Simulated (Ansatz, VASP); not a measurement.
# Sr7VO8: VASP beside Ansatz

INCAR

```
SYSTEM = Sr7VO8
ALGO = Normal ; EDIFF = 1E-6
ENCUT = 520 ; GGA = PS
ISIF = 2 ; ISMEAR = 0
LASPH = .TRUE. ; LCHARG = .FALSE.
LREAL = Auto ; LWAVE = .FALSE.
NBANDS = 80 ; NELM = 80
PREC = Accurate ; SIGMA = 0.05
```

Contents of KPOINTS:

```
k-points
0
G
  3 3 3
  0 0 0
```

The input POSCAR:

```
Sr7VO8
1.0
    0.0000000000      5.1613200000      5.1613200000
    5.1613200000      0.0000000000      5.1613200000
    5.1613200000      5.1613200000      0.0000000000
V Sr O
1 7 8
Direct
    0.9806695653      0.9795131989      0.0591806300
    0.9989271613      0.9980899852      0.5081898071
    0.0065568179      0.4981253629      0.9965752066
    0.9990068316      0.4941501461      0.5082598939
    0.4990580649      0.0056942145      0.9965186100
    0.4950963965      0.9981277339      0.5082340075
    0.4990729991      0.4981192385      0.9966469259
    0.5009711217      0.5002512690      0.4983667975
    0.2484910028      0.2475660825      0.2557095344
    0.2616017824      0.2607140568      0.7403805188
    0.2256770622      0.7702934570      0.2331248519
    0.2611924194      0.7370764092      0.7408788448
    0.7713139518      0.2246330782      0.2330441485
    0.7378356700      0.2604781350      0.7406461937
    0.7711088357      0.7701810125      0.2332057582
    0.7476391278      0.7467140401      0.7583006623
```

Input for Ansatz:

```yaml
crystal:
  lattice:
    - [0.0, 5.16132, 5.16132]
    - [5.16132, 0.0, 5.16132]
    - [5.16132, 5.16132, 0.0]
  atoms:
    - { symbol: V, position: [0.9806695653, 0.9795131989, 0.05918063] }
    - { symbol: Sr, position: [0.9989271613, 0.9980899852, 0.5081898071] }
    - { symbol: Sr, position: [0.0065568179, 0.4981253629, 0.9965752066] }
    - { symbol: Sr, position: [0.9990068316, 0.4941501461, 0.5082598939] }
    - { symbol: Sr, position: [0.4990580649, 0.0056942145, 0.99651861] }
    - { symbol: Sr, position: [0.4950963965, 0.9981277339, 0.5082340075] }
    - { symbol: Sr, position: [0.4990729991, 0.4981192385, 0.9966469259] }
    - { symbol: Sr, position: [0.5009711217, 0.500251269, 0.4983667975] }
    - { symbol: O, position: [0.2484910028, 0.2475660825, 0.2557095344] }
    - { symbol: O, position: [0.2616017824, 0.2607140568, 0.7403805188] }
    - { symbol: O, position: [0.2256770622, 0.770293457, 0.2331248519] }
    - { symbol: O, position: [0.2611924194, 0.7370764092, 0.7408788448] }
    - { symbol: O, position: [0.7713139518, 0.2246330782, 0.2330441485] }
    - { symbol: O, position: [0.73783567, 0.260478135, 0.7406461937] }
    - { symbol: O, position: [0.7711088357, 0.7701810125, 0.2332057582] }
    - { symbol: O, position: [0.7476391278, 0.7467140401, 0.7583006623] }
basis:
  ecutwfc: 420
  ecutrho_ratio: 4
kpoints:
  mp_grid: { grid: [3, 3, 3] }
hamiltonian:
  xc: pbesol
scf:
  occupations: { method: gaussian, width: 0.05 }
  lower_state_search: "off"
  max_iter: 150
output:
  forces: true
  stress: true
  eigenvalues: true
  populations: true
  hubbard: { sites: [{ site: 0, l: d }] }
```

Alike in both runs: task single point; functional PBEsol; k mesh 3 × 3 × 3; occupations gaussian, width 0.05 eV; no spin polarisation.

|  | VASP | Ansatz |
| --- | --- | --- |
| version | VASP 6.6.1 | Ansatz 0.2.0 |
| potentials or method | VASP PAW PBE potentials, release 64 (V_sv, Sr_sv, O), cutoff 520 eV | scalar-relativistic, plane waves, PAW |
| valence electrons in the cell | 131 | 131 |

Ansatz gave:

| Quantity | Value |
| --- | --- |
| gap on the k mesh at the Fermi level (eV) | none |
| pressure (GPa) | -6.8 |
| rms of the force components (eV/Å) | 0.254 |

**Question.** Which values does VASP return?

**Answer.** gap on the k mesh at the Fermi level (eV): none; pressure (GPa): -6.3; rms of the force components (eV/Å): 0.250.

VASP's potentials were made for PBE, not for PBEsol. Atom by atom the forces differ by 0.014 eV/Å (rms over components). A gap of «none» marks a metal or a gap that the smearing closes.
